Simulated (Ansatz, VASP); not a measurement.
**LiZn3F2: VASP beside Ansatz**

```
Li Zn F
1.0
     3.87731    2.23857    2.14933
    -3.87731    2.23857    2.14933
     0.00000   -4.47714    2.14933
Li Zn F
1 3 2
Direct
  0.00000 0.00000 0.00000
  0.50000 0.50000 0.00000
  0.50000 0.00000 0.50000
  0.00000 0.50000 0.50000
  0.73669 0.73669 0.73669
  0.26331 0.26331 0.26331
```

Alike in both runs: functional PBE; k mesh 4 × 4 × 4; occupations gaussian, width 0.1 eV; no spin polarisation.

Ansatz relaxed the structure, and its values are those at the end. VASP's run is a single point on that final structure, the one shown.

|  | VASP | Ansatz |
| --- | --- | --- |
| version | VASP 6.6.1 | Ansatz 0.2.0 |
| potentials or method | VASP PAW PBE potentials, release 64 (Li_sv, Zn, F), cutoff 520 eV | scalar-relativistic, plane waves, PAW |
| valence electrons in the cell | 53 | 53 |

|  | VASP | Ansatz | Ansatz less VASP |
| --- | --- | --- | --- |
| gap on the k mesh at the Fermi level (eV) | none | none | - |
| rms of the force components (eV/Å) | 0.020 | 0.000 | -0.0193 |

A gap of «none» marks a metal or a gap that the smearing closes.

Noted on VASP's run: the cutoff is under 1.25 times that of the potentials, so the pressure is a little rough.
